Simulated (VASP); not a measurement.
# Be16H (a cell with a defect): single point with PBE

The system is Be16H (a cell with a defect).

```
Be H
1.0
    -2.29000   -3.96640    0.00000
     3.43500   -1.98320    0.00000
     0.00000    0.00000    7.17686
Be H
16 1
Direct
  0.75012 0.50860 0.99358
  0.48078 0.34134 0.24998
  0.75012 0.50860 0.50637
  0.50055 0.33378 0.74998
  0.49697 0.99626 0.99458
  0.25000 0.82837 0.24998
  0.49697 0.99626 0.50538
  0.25011 0.82685 0.74998
  0.25009 0.49490 0.99852
  0.01938 0.34062 0.24998
  0.25009 0.49490 0.50143
  0.99964 0.33376 0.74998
  0.00329 0.99623 0.99458
  0.75033 0.82248 0.24998
  0.00329 0.99623 0.50538
  0.75007 0.83588 0.74998
  0.74983 0.17947 0.24998
```

```yaml
Program: VASP 6.6.1
Task: single point
Functional: PBE
Potentials_or_basis: VASP PAW PBE potentials, release 64 (Be, H)
Cutoff: 520 eV
k_mesh: 4 × 4 × 3
Occupations: gaussian, width 0.1 eV
Spin: no spin polarisation
Dipole_correction: no
Further_INCAR_settings: LREAL = Auto; ALGO = Normal; EDIFF = 1e-06; NBANDS = 30
```

```yaml
Pressure: 1.7 GPa
Largest_force: 0.014 eV/Å
Band_gap_on_the_k_mesh: zero (an odd number of electrons rules out a gap without spin polarisation)
```

Forces on the atoms (eV/Å):
```
Be  -0.001  0.001  0.004
Be   0.007  0.003  0.000
Be  -0.001  0.001 -0.004
Be   0.000  0.003  0.000
Be   0.002  0.001  0.003
Be   0.002 -0.004  0.000
Be   0.002  0.001 -0.003
Be  -0.001  0.000  0.000
Be  -0.001  0.001  0.001
Be   0.006 -0.013  0.000
Be   0.000  0.001 -0.001
Be  -0.003 -0.002  0.000
Be   0.000 -0.002  0.000
Be  -0.010  0.011  0.000
Be   0.000 -0.001  0.000
Be  -0.001 -0.001  0.000
H   -0.002  0.000  0.000
```

Stress tensor (GPa, compression positive):
```
 0.57 -0.08  0.00
-0.08  0.46  0.00
 0.00  0.00  4.22
```

Levels at points of the mesh, in eV from the Fermi level:
```tsv
k point	band 12	band 13	band 14	band 15	band 16	band 17	band 18	band 19	band 20	band 21
(0.00, 0.00, 0.00)	-4.21	-4.01	-3.66	-0.92	0.11	0.39	0.76	0.94	1.07	1.13
(0.50, 0.00, 0.00)	-2.66	-2.48	-2.41	-2.37	-2.37	-1.10	0.12	0.45	0.50	0.61
(0.00, 0.50, 0.00)	-4.01	-3.69	-3.64	-2.62	-2.50	-0.48	0.71	0.76	0.91	0.92
(0.50, 0.50, 0.00)	-6.37	-1.04	-0.89	-0.81	-0.72	-0.52	0.39	0.55	0.65	3.39
```

It took 6.1 min on 1 thread of Intel Xeon 8259CL, with other jobs on the host, peak memory 0.26 GiB.

Caveat: the k points lie up to 0.40 Å⁻¹ apart, too coarse for converged energies and pressures of a metal.
